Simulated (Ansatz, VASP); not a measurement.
NaF in VASP and in Ansatz

```xyz
2
Lattice="0.0000 2.2071 2.3233 2.2071 0.0000 2.3233 2.2071 2.2071 0.0000" Properties=species:S:1:pos:R:3 pbc="T T T"
Na    0.0000    0.0000    0.0000
F     2.2071    2.2071    2.3233
```

Change from the starting cell: strain -0.050 along x and y, +0.000 along z, atoms carried along.

Alike in both runs: task single point; functional LDA; k mesh 8 × 8 × 8; occupations gaussian, width 0.05 eV; no spin polarisation.

|  | VASP | Ansatz |
| --- | --- | --- |
| version | VASP 6.6.1 | Ansatz 0.2.0 |
| potentials or method | VASP PAW LDA potentials, release 64 (Na_pv, F), cutoff 520 eV | scalar-relativistic, plane waves, PAW |
| valence electrons in the cell | 14 | 16 |

|  | VASP | Ansatz | Ansatz less VASP |
| --- | --- | --- | --- |
| gap on the k mesh at the Fermi level (eV) | 6.47 | 6.49 | +0.023 |
| least direct gap on the mesh (eV) | 6.47 | 6.49 | +0.023 |
| pressure (GPa) | 0.9 | 0.9 | -0.01 |
| traceless stress, the component that is largest in VASP (GPa) | -3.68 | -3.56 | +0.118 |

LDA's correlation is that of Perdew and Zunger in VASP and of Perdew and Wang (1992) in Ansatz. VASP's potentials hold 14 valence electrons a cell and Ansatz's 16, so a difference there can come from the potentials and not from the codes.
